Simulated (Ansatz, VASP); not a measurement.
## One calculation of Cs2YPbF6, two programs

Contents of POSCAR:

```
Cs2YPbF6
1.0
    0.0000000000      4.7126310000      4.7126310000
    4.7126310000      0.0000000000      4.7126310000
    4.7126310000      4.7126310000      0.0000000000
F Pb Y Cs
6 1 1 2
Direct
    0.7750000000      0.2250000000      0.2250000000
    0.2250000000      0.7750000000      0.2250000000
    0.2250000000      0.7750000000      0.7750000000
    0.7750000000      0.2250000000      0.7750000000
    0.2250000000      0.2250000000      0.7750000000
    0.7750000000      0.7750000000      0.2250000000
    0.5000000000      0.5000000000      0.5000000000
    0.0000000000      0.0000000000      0.0000000000
    0.2500000000      0.2500000000      0.2500000000
    0.7500000000      0.7500000000      0.7500000000
```

Contents of INCAR.step1:

```
SYSTEM = Cs2YPbF6
ALGO     = Normal         ! electronic algorithm
EDIFF    = 1E-4           ! SCF threshold, eV
ENCUT    = 520            ! plane-wave cutoff, eV
GGA      = PE             ! functional
ISMEAR   = -1             ! smearing method
LASPH    = .TRUE.         ! aspherical terms in the spheres
LCHARG   = .FALSE.        ! write CHGCAR
LREAL    = .FALSE.        ! projectors in reciprocal space
LWAVE    = .TRUE.         ! write WAVECAR
NBANDS   = 54             ! bands
NELM     = 100            ! most SCF steps
PREC     = Accurate       ! precision mode
SIGMA    = 0.1            ! smearing width, eV
```

The input INCAR.step2:

```
SYSTEM = Cs2YPbF6
ALGO     = Normal         ! electronic algorithm
EDIFF    = 1E-6           ! SCF threshold, eV
ENCUT    = 520            ! plane-wave cutoff, eV
ISIF     = 2              ! what is computed and relaxed
ISMEAR   = -1             ! smearing method
ISTART   = 1            
LASPH    = .TRUE.         ! aspherical terms in the spheres
LCHARG   = .FALSE.        ! write CHGCAR
LMIXTAU  = .TRUE.       
LREAL    = .FALSE.        ! projectors in reciprocal space
LWAVE    = .FALSE.        ! write WAVECAR
METAGGA  = R2SCAN         ! meta-GGA
NBANDS   = 54             ! bands
NELM     = 100            ! most SCF steps
PREC     = Accurate       ! precision mode
SIGMA    = 0.1            ! smearing width, eV
```

Contents of KPOINTS:

```
k-points
0
G
  6 6 6
  0 0 0
```

Input for Ansatz:

```yaml
crystal:
  lattice:
    - [0.0, 4.712631, 4.712631]
    - [4.712631, 0.0, 4.712631]
    - [4.712631, 4.712631, 0.0]
  atoms:
    - { symbol: F, position: [0.775, 0.225, 0.225] }
    - { symbol: F, position: [0.225, 0.775, 0.225] }
    - { symbol: F, position: [0.225, 0.775, 0.775] }
    - { symbol: F, position: [0.775, 0.225, 0.775] }
    - { symbol: F, position: [0.225, 0.225, 0.775] }
    - { symbol: F, position: [0.775, 0.775, 0.225] }
    - { symbol: Pb, position: [0.5, 0.5, 0.5] }
    - { symbol: "Y", position: [0.0, 0.0, 0.0] }
    - { symbol: Cs, position: [0.25, 0.25, 0.25] }
    - { symbol: Cs, position: [0.75, 0.75, 0.75] }
  symmetry: { tolerance: 0.0003 }
kpoints:
  mp_grid: { grid: [6, 6, 6], shift: [0, 0, 0] }
  band_path:
    path:
      - [0.0, 0.0, 0.0]
      - [0.5, 0.0, 0.5]
      - [0.625, 0.25, 0.625]
      - [0.375, 0.375, 0.75]
      - [0.0, 0.0, 0.0]
      - [0.5, 0.5, 0.5]
      - [0.5, 0.25, 0.75]
      - [0.5, 0.0, 0.5]
    npoints: 8
magnetization:
  spin_polarized: false
scf:
  occupations: { method: fermi_dirac }
  lower_state_search: "off"
  max_iter: 200
hamiltonian:
  pseudopotentials: { kind: paw }
  xc: r2scan
basis:
  ecutwfc: 500
  fft_grid_basis: typed
output:
  forces: true
  stress: true
  eigenvalues: true
  bader: true
  populations: true
  elf: true
  write_potential: true
  volumetric_format: npy
  dos:
    e_range: [-12, 8]
    de: 0.05
    projected: { site_lists: { Cs: [Cs], F: [F], Pb: [Pb], "Y": ["Y"] } }
checkpoint:
  read: saved_state
```

Alike in both runs: task single point; functional r2SCAN; k mesh 6 × 6 × 6; no spin polarisation.

```csv
,VASP,Ansatz
version,VASP 6.6.1,Ansatz 0.2.0
potentials or method,"VASP PAW PBE potentials, release 64 (F, Pb_d, Y_sv, Cs_sv), cutoff 520 eV",PAW plane waves
occupations,"fermi-dirac, width 0.1 eV",fermi-dirac
valence electrons in the cell,85,85
```

Ansatz gave:

| Quantity | Value |
| --- | --- |
| pressure (GPa) | 3.8 |
| rms of the force components (eV/Å) | 0.255 |

What did VASP give for the same quantities?

Pressure (GPa): 3.8; rms of the force components (eV/Å): 0.266.

VASP's potentials were made for PBE, not for r2SCAN. Atom by atom the forces differ by 0.011 eV/Å (rms over components).

Neither program's run includes spin-orbit coupling.
